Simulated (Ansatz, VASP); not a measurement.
One calculation of Al, two programs

```
Al
1.0
     4.76034    0.00000    0.00000
    -2.38017    4.12258    0.00000
     0.00000    0.00000    2.94533
Al
3
Cartesian
  4.7603 0.0000 0.0000
  0.0000 2.7484 1.4727
  2.3802 1.3742 1.4727
```

Alike in both runs: task single point; functional PBE; k mesh 9 × 9 × 12; occupations fermi-dirac, width 0.1 eV; no spin polarisation.

|  | VASP | Ansatz |
| --- | --- | --- |
| version | VASP 6.6.1 | Ansatz 0.2.0 |
| potentials or method | VASP PAW PBE potentials, release 64 (Al), cutoff 500 eV | plane waves (420 eV) with PAW, scalar-relativistic |
| valence electrons in the cell | 9 | 9 |

```csv
,VASP,Ansatz,Ansatz less VASP
pressure (GPa),-5.9,-5.9,+0.02
"traceless stress, the component that is largest in VASP (GPa)",-0.72,-0.72,+0.001
```
